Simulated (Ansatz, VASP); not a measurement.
## Two plane-wave programs on InSb

The input POSCAR:

```
InSb
1.0
    0.0000000000      3.0186075815      3.0186075815
    3.0186075815      0.0000000000      3.0186075815
    3.0186075815      3.0186075815      0.0000000000
In Sb
1 1
Direct
    0.0000000000      0.0000000000      0.0000000000
    0.5000000000      0.5000000000      0.5000000000
```

The input INCAR.step1:

```
SYSTEM = InSb
ALGO     = Normal         ! electronic algorithm
EDIFF    = 1E-5           ! SCF threshold, eV
ENCUT    = 550            ! plane-wave cutoff, eV
GGA      = PE             ! functional
GGA_COMPAT= .False.      
ISMEAR   = 0              ! smearing method
LASPH    = .True.         ! aspherical terms in the spheres
LCHARG   = .False.        ! write CHGCAR
LREAL    = .False.        ! projectors in reciprocal space
LWAVE    = .True.         ! write WAVECAR
NBANDS   = 16             ! bands
NELM     = 120            ! most SCF steps
PREC     = Accurate       ! precision mode
SIGMA    = 0.1            ! smearing width, eV
```

The input INCAR.step2:

```
SYSTEM = InSb
ALGO     = Normal         ! electronic algorithm
EDIFF    = 1E-6           ! SCF threshold, eV
ENCUT    = 550            ! plane-wave cutoff, eV
GGA_COMPAT= .False.      
ISIF     = 2              ! what is computed and relaxed
ISMEAR   = 0              ! smearing method
ISTART   = 1            
LASPH    = .True.         ! aspherical terms in the spheres
LCHARG   = .False.        ! write CHGCAR
LMIXTAU  = .True.       
LREAL    = .False.        ! projectors in reciprocal space
LWAVE    = .False.        ! write WAVECAR
METAGGA  = R2SCAN         ! meta-GGA
NBANDS   = 16             ! bands
NELM     = 120            ! most SCF steps
PREC     = Accurate       ! precision mode
SIGMA    = 0.1            ! smearing width, eV
```

KPOINTS

```
k-points
0
Gamma
  12 12 12
  0 0 0
```

Input for Ansatz:

```yaml
crystal:
  lattice:
    - [0.0, 3.0186075815, 3.0186075815]
    - [3.0186075815, 0.0, 3.0186075815]
    - [3.0186075815, 3.0186075815, 0.0]
  atoms:
    - { symbol: In, position: [0.0, 0.0, 0.0] }
    - { symbol: Sb, position: [0.5, 0.5, 0.5] }
basis:
  ecutwfc: 500
kpoints:
  mp_grid: { grid: [12, 12, 12] }
hamiltonian:
  xc: r2scan
  pseudopotentials: { kind: paw, azcp: { folder: soft_1 } }
scf:
  occupations: { method: gaussian, width: 0.1 }
output:
  forces: true
  stress: true
  eigenvalues: true
```

Alike in both runs: task single point; functional r2SCAN; k mesh 12 × 12 × 12; occupations gaussian, width 0.1 eV; no spin polarisation.

|  | VASP | Ansatz |
| --- | --- | --- |
| version | VASP 6.6.1 | Ansatz 0.2.0 |
| potentials or method | VASP PAW PBE potentials, release 64 (In_d, Sb), cutoff 550 eV | scalar-relativistic, plane waves, PAW |
| valence electrons in the cell | 18 | 28 |

|  | VASP | Ansatz | Ansatz less VASP |
| --- | --- | --- | --- |
| gap on the k mesh at the Fermi level (eV) | none | none | - |
| pressure (GPa) | 1.6 | 1.5 | -0.02 |

VASP's potentials were made for PBE, not for r2SCAN. A gap of «none» marks a metal or a gap that the smearing closes. With one functional, cell and mesh, what is left measures potentials, basis and numerics. VASP's potentials hold 18 valence electrons a cell and Ansatz's 28, so a difference there can come from the potentials and not from the codes.

Neither program's run includes spin-orbit coupling.
